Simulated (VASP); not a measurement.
Write the native input for VASP 6.6.1 that does the following.

```
Task                   : single point
Functional             : PBE
Potentials or basis    : VASP PAW PBE potentials, release 64 (Al, Ru_pv)
Cutoff                 : 520 eV
k mesh                 : 14 × 14 × 14
Occupations            : gaussian, width 0.1 eV
Spin                   : no spin polarisation
Dipole correction      : no
Further INCAR settings : ALGO = Fast; EDIFF = 1e-07; NBANDS = 16
```

The structure of AlRu lies in POSCAR:

```
AlRu
1.0
    3.0040846981      0.0000000000      0.0000000000
    0.0000000000      3.0040846981      0.0000000000
    0.0000000000      0.0000000000      3.0040846981
Al Ru
1 1
Direct
    0.0000000000      0.0000000000      0.0000000000
    0.5000000000      0.5000000000      0.5000000000
```

The input as run:

INCAR

```
SYSTEM = AlRu
ALGO     = Fast           ! electronic algorithm
EDIFF    = 1E-7           ! SCF threshold, eV
ENCUT    = 520            ! plane-wave cutoff, eV
GGA      = PE             ! functional
ISIF     = 2              ! what is computed and relaxed
ISMEAR   = 0              ! smearing method
LASPH    = .TRUE.         ! aspherical terms in the spheres
LCHARG   = .FALSE.        ! write CHGCAR
LREAL    = .FALSE.        ! projectors in reciprocal space
LWAVE    = .FALSE.        ! write WAVECAR
NBANDS   = 16             ! bands
NELM     = 100            ! most SCF steps
PREC     = Accurate       ! precision mode
SIGMA    = 0.1            ! smearing width, eV
```

KPOINTS

```
k-points
0
G
  14 14 14
  0 0 0
```

Potentials or basis: VASP PAW PBE potentials, release 64 (Al, Ru_pv).

Run with:

```console
$ cat potpaw_PBE.64/Al/POTCAR potpaw_PBE.64/Ru_pv/POTCAR > POTCAR
$ mpirun -np 1 vasp_std > vasp.out
```

It gave:

The pressure is -0.1 GPa.

Run time: 19 s on 1 thread of Intel(R) Xeon(R) 6975P-C (Granite Rapids), with other jobs on the host, peak memory 0.17 GiB.
